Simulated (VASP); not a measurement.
# Mg2Ge2N (P-6m2) in VASP: a series of runs, part 2 of 2

VASP 6.6.1. Earlier steps stand in the parts before.

## 3. Single point, PBE

This run uses another cell than the first one, of 19.62 Å³/atom, 1.058 times its volume.

INCAR reads:

```
PREC = Accurate
ENCUT = 520
EDIFF = 1E-6
ISMEAR = 0
SIGMA = 0.1
LREAL = False
LASPH = True
NELM = 60
ALGO = Normal
ISIF = 2
LWAVE = False
LCHARG = False
GGA = PE
NBANDS = 26
```

KPOINTS reads:

```
Automatic mesh
0
Gamma
  6 6 4
```

POSCAR reads:

```
Mg2Ge2N
1.0
    3.3866099659      0.0000000000      0.0000000000
   -1.6933049830      2.9328902632      0.0000000000
    0.0000000000      0.0000000000      9.8755351982
Mg Ge N
2 2 1
Direct
    0.3333333333      0.6666666667      0.0000000000
    0.0000000000      0.0000000000      0.5000000000
    0.0000000000      0.0000000000      0.2216330023
    0.0000000000      0.0000000000      0.7783669977
    0.3333333333      0.6666666667      0.5000000000
```

Potentials or basis: VASP PAW PBE potentials, release 64 (Mg, Ge_d, N).

Run with:

```bash
$ cat potpaw_PBE.64/Mg/POTCAR potpaw_PBE.64/Ge_d/POTCAR potpaw_PBE.64/N/POTCAR > POTCAR
$ mpirun -np 1 vasp_std > vasp.out
```

Wall time 41 s (1 thread of Intel Xeon 6975P-C (Granite Rapids), shared host); peak memory 0.26 GiB.

It converged, with:

```
Free energy   : -18.4563 eV
Pressure      : 0.0 GPa
Largest force : 0.004 eV/Å
```

Forces in eV/Å, atoms in the order of the input:
```
Mg   0.000  0.000  0.000
Mg   0.000  0.000  0.000
Ge   0.000  0.000 -0.004
Ge   0.000  0.000  0.004
N    0.000  0.000  0.000
```

Levels at points of the mesh, in eV from the Fermi level:
| k point | band 15 | band 16 | band 17 | band 18 | band 19 | band 20 | band 21 | band 22 | band 23 | band 24 |
| --- | --- | --- | --- | --- | --- | --- | --- | --- | --- | --- |
| (0.00, 0.00, 0.00) | -2.95 | -0.04 | -0.04 | 1.09 | 2.56 | 4.69 | 4.69 | 4.96 | 4.96 | 7.92 |
| (0.50, 0.00, 0.00) | -3.15 | -2.91 | -0.74 | -0.55 | -0.45 | 0.82 | 1.81 | 2.51 | 2.76 | 5.39 |
| (0.00, 0.00, 0.50) | -1.63 | -0.60 | -0.04 | -0.04 | 4.12 | 4.68 | 4.68 | 4.97 | 4.97 | 6.18 |
| (0.50, 0.00, 0.50) | -3.18 | -2.47 | -1.61 | -0.44 | -0.38 | 1.03 | 2.33 | 2.41 | 2.87 | 4.98 |

## 4. Single point, PBE

This run uses another cell than the first one, of 19.66 Å³/atom, 1.060 times its volume.

INCAR reads:

```
SYSTEM = Mg2Ge2N
PREC = Accurate
ENCUT = 520
EDIFF = 1E-7
ISMEAR = 0
SIGMA = 0.1
LREAL = .FALSE.
LASPH = .TRUE.
NELM = 80
ALGO = Normal
ISIF = 2
LWAVE = .FALSE.
LCHARG = .FALSE.
GGA = PE
NBANDS = 26
```

KPOINTS reads:

```
regular mesh
0
G
  12 12 4
  0 0 0
```

POSCAR reads:

```
Mg2Ge2N
1.0
    3.3796941842      0.0000000000      0.0000000000
   -1.6898470921      2.9269010205      0.0000000000
    0.0000000000      0.0000000000      9.9382938289
Mg Ge N
2 2 1
Direct
    0.3333333333      0.6666666667      0.0000000000
    0.0000000000      0.0000000000      0.5000000000
    0.0000000000      0.0000000000      0.2189453092
    0.0000000000      0.0000000000      0.7810546908
    0.3333333333      0.6666666667      0.5000000000
```

Potentials or basis: VASP PAW PBE potentials, release 64 (Mg, Ge_d, N).

Run with:

```bash
$ cat potpaw_PBE.64/Mg/POTCAR potpaw_PBE.64/Ge_d/POTCAR potpaw_PBE.64/N/POTCAR > POTCAR
$ mpirun -np 1 vasp_std > vasp.out
```

OUTCAR:

```text
SYSTEM = Mg2Ge2N
   PREC = Accurate
   ENCUT = 520
   EDIFF = 1E-7
   ISMEAR = 0
   LREAL = .FALSE.
   LASPH = .TRUE.
   NELM = 80
   ISIF = 2
   GGA = PE

 ion  position               nearest neighbor table
   1  0.333  0.667  0.000-   3 2.92   4 2.92   3 2.92   4 2.92   3 2.92   4 2.92
   2  0.000  0.000  0.500-   5 1.95   5 1.95   5 1.95   3 2.79   4 2.79
   3  0.000  0.000  0.219-   2 2.79   1 2.92   1 2.92   1 2.92
   4  0.000  0.000  0.781-   2 2.79   1 2.92   1 2.92   1 2.92
   5  0.333  0.667  0.500-   2 1.95   2 1.95   2 1.95

  LATTYP: Found a hexagonal cell.
 ALAT       =     3.3796941842
 C/A-ratio  =     2.9405896768
[... 898 lines left out ...]
  -------------------------------------------------------------------------------------
  Total       -0.0191610     -0.0191610     -0.0871735      0.0000000      0.0000000      0.0000000
  in kB       -0.3122708     -0.3122708     -1.4206842      0.0000000      0.0000000      0.0000000
  external PRESSURE =      -0.6817419 kB  Pullay stress =       0.0000000 kB

 VOLUME and BASIS-vectors are now :
 -----------------------------------------------------------------------------
  energy-cutoff  :      520.00
  volume of cell :       98.31
      direct lattice vectors                 reciprocal lattice vectors
     3.379694184  0.000000000  0.000000000     0.295884759  0.170829145  0.000000000
    -1.689847092  2.926901020  0.000000000     0.000000000  0.341658291  0.000000000
     0.000000000  0.000000000  9.938293829     0.000000000  0.000000000  0.100620893

 POSITION                                       TOTAL-FORCE (eV/Angst)
 -----------------------------------------------------------------------------------
     -0.00000      1.95127      0.00000        -0.000000      0.000000      0.000000
      0.00000      0.00000      4.96915         0.000000     -0.000000      0.000000
      0.00000      0.00000      2.17594        -0.000000      0.000000     -0.002006
      0.00000      0.00000      7.76235        -0.000000      0.000000      0.002006
     -0.00000      1.95127      4.96915        -0.000000      0.000000      0.000000
 -----------------------------------------------------------------------------------
    total drift:                                0.000001     -0.000001     -0.000000

  FREE ENERGIE OF THE ION-ELECTRON SYSTEM (eV)
  ---------------------------------------------------
  free  energy   TOTEN  =       -18.4759988522 eV

  energy  without entropy=      -18.4594314390  energy(sigma->0) =      -18.46771515
```

OSZICAR:

```text
N       E                     dE             d eps       ncg     rms          rms(c)
DAV:   1     0.289374902788E+03    0.28937E+03   -0.17932E+04  3448   0.277E+03
DAV:   2     0.288040793155E+02   -0.26057E+03   -0.25173E+03  3124   0.633E+02
DAV:   3    -0.213519616092E+02   -0.50156E+02   -0.49377E+02  3556   0.166E+02
[... 13 lines left out ...]
DAV:  17    -0.184760002335E+02    0.90421E-06   -0.21594E-05  3154   0.200E-02    0.105E-02
DAV:  18    -0.184760012234E+02   -0.98989E-06   -0.64808E-06  3248   0.105E-02    0.119E-02
DAV:  19    -0.184759989825E+02    0.22409E-05   -0.53226E-06  2948   0.719E-03    0.266E-03
DAV:  20    -0.184759988650E+02    0.11753E-06   -0.11866E-06  2844   0.383E-03    0.137E-03
DAV:  21    -0.184759988522E+02    0.12716E-07   -0.62536E-08  1552   0.138E-03
   1 F= -.18475999E+02 E0= -.18467715E+02  d E =-.165674E-01
```

It took 99 s on 1 thread of Intel Xeon 6975P-C (Granite Rapids), shared host; peak memory 0.33 GiB.

What came out:

```
Free energy : -18.4760 eV
Pressure    : -0.1 GPa
```

Forces on the atoms (eV/Å):
```
Mg   0.000  0.000  0.000
Mg   0.000  0.000  0.000
Ge   0.000  0.000 -0.002
Ge   0.000  0.000  0.002
N    0.000  0.000  0.000
```

## 5. The runs side by side

```csv
cell,k mesh,gap on the mesh (eV),pressure (GPa)
"a = 3.975, b = 3.975, c = 6.777 Å, angles 90.0, 90.0, 120.0°, 5 atoms",6 × 6 × 4,none,28.8
"a = 3.387, b = 3.387, c = 9.876 Å, angles 90.0, 90.0, 120.0°, 5 atoms",6 × 6 × 4,none,0.0
"a = 3.380, b = 3.380, c = 9.938 Å, angles 90.0, 90.0, 120.0°, 5 atoms",12 × 12 × 4,none,-0.1
```

Alike in all rows: task single point; level PBE; potentials or basis VASP PAW PBE potentials, release 64 (Mg, Ge_d, N); no spin polarisation; cutoff (eV) 520; smearing gaussian 0.1 eV.

Caveats: forces of over 1 eV/Å act on the atoms, so gaps and moduli don't describe the material at rest (some runs).

Absolute energies hang on the potentials; compare differences alone.
